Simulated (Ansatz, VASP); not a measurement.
**Bi2Se3 in VASP and in Ansatz**

File INCAR:

```
PREC = Accurate
ENCUT = 520
EDIFF = 1E-7
ISMEAR = -1
SIGMA = 0.02
LREAL = F
LASPH = T
NELM = 80
ALGO = Normal
ISIF = 2
LWAVE = F
LCHARG = F
GGA = PE
NBANDS = 32
```

Contents of KPOINTS:

```
Automatic mesh
0
Gamma
  8 8 8
```

POSCAR

```
Bi2Se3
1.0
    2.0711835690      1.1957983911      9.4616867301
   -2.0711835690      1.1957983911      9.4616867301
    0.0000000000     -2.3915967823      9.4616867301
Bi Se
2 3
Direct
    0.4005339042      0.4005339042      0.4005339042
    0.5994660958      0.5994660958      0.5994660958
    0.2116750165      0.2116750165      0.2116750165
    0.7883249835      0.7883249835      0.7883249835
    0.0000000000      0.0000000000      0.0000000000
```

Input for Ansatz:

```yaml
crystal:
  lattice:
    - [2.071183569, 1.1957983911, 9.4616867301]
    - [-2.071183569, 1.1957983911, 9.4616867301]
    - [0.0, -2.3915967823, 9.4616867301]
  atoms:
    - { symbol: Bi, position: [0.4005339042, 0.4005339042, 0.4005339042] }
    - { symbol: Bi, position: [0.5994660958, 0.5994660958, 0.5994660958] }
    - { symbol: Se, position: [0.2116750165, 0.2116750165, 0.2116750165] }
    - { symbol: Se, position: [0.7883249835, 0.7883249835, 0.7883249835] }
    - { symbol: Se, position: [0.0, 0.0, 0.0] }
kpoints:
  mp_grid: { grid: [8, 8, 8] }
  band_path:
    path:
      - [0.0, 0.0, 0.0]
      - [0.5, 0.5, 0.5]
      - [0.8233141803, 0.1766858197, 0.5]
      - [0.5, -0.1766858197, 0.1766858197]
      - [0.5, 0.0, 0.0]
      - [0.3383429098, -0.3383429098, 0.0]
      - [0.6616570902, 0.0, 0.3383429098]
      - [0.5, 0.0, 0.5]
    npoints: 1
hamiltonian:
  xc: pbe
scf:
  occupations: { method: fermi_dirac, width: 0.02 }
  n_extra_bands: 5
output:
  forces: true
  stress: true
  eigenvalues: true
  write_density: true
  write_potential: true
  elf: true
  volumetric_format: npy
```

Change from the starting cell: uniaxial_z strain -3.0%.

Alike in both runs: task single point; functional PBE; k mesh 8 × 8 × 8; occupations fermi-dirac, width 0.02 eV; no spin polarisation.

|  | VASP | Ansatz |
| --- | --- | --- |
| version | VASP 6.6.1 | Ansatz 0.2.0 |
| potentials or method | VASP PAW PBE potentials, release 64 (Bi_d, Se) | plane waves, PAW |
| plane-wave cutoff (eV) | 520 | 420 |
| valence electrons in the cell | 48 | 78 |

```tsv
	VASP	Ansatz	Ansatz less VASP
pressure (GPa)	3.1	3.1	-0.02
traceless stress, the component that is largest in VASP (GPa)	0.25	0.25	+0.001
rms of the force components (eV/Å)	0.085	0.080	-0.0057
```

Atom by atom the forces differ by 0.006 eV/Å (rms over components). With one functional, cell and mesh, what is left measures potentials, basis and numerics. VASP's potentials hold 48 valence electrons a cell and Ansatz's 78, so a difference there can come from the potentials and not from the codes.

Neither program's run includes spin-orbit coupling.
